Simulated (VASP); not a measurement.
Here is a VASP 6.6.1 calculation.

File INCAR:

```
PREC = Accurate
ENCUT = 500
EDIFF = 1E-6
ISMEAR = -1
SIGMA = 0.02
LREAL = False
LASPH = True
NELM = 200
ALGO = Normal
ISIF = 2
LWAVE = False
LCHARG = False
LNONCOLLINEAR = True
MAGMOM = 0 0 0 0 0 0 0 0 0 0 0 0 0 0 0 0 0 0
LORBIT = 11
LSORBIT = True
GGA_COMPAT = False
LORBMOM = True
GGA = PE
NBANDS = 80
```

Contents of KPOINTS:

```
Automatic mesh
0
Gamma
  6 6 2
```

POSCAR

```
SiSn2
1.0
    4.3770036187      0.0000000000      0.0000000000
   -2.1885018094      3.7905963263      0.0000000000
    0.0000000000      0.0000000000     10.8308351429
Si Sn
2 4
Direct
    0.6666666667      0.3333333333      0.5287291202
    0.3333333333      0.6666666667      0.4712708798
    0.3333333333      0.6666666667      0.2311148551
    0.0000000000      0.0000000000      0.8704914692
    0.0000000000      0.0000000000      0.1295085308
    0.6666666667      0.3333333333      0.7688851449
```

Potentials or basis: VASP PAW PBE potentials, release 64 (Si, Sn_d).

The run is started by

```console
$ cat potpaw_PBE.64/Si/POTCAR potpaw_PBE.64/Sn_d/POTCAR > POTCAR
$ mpirun -np 1 vasp_ncl > vasp.out
```

(1) Estimate the net moment.

(2) Predict the largest force.

(3) What does it give for the pressure?

## Answers

(1) 0.00 μB per cell.

(2) 0.139 eV/Å.

(3) 1.5 GPa.
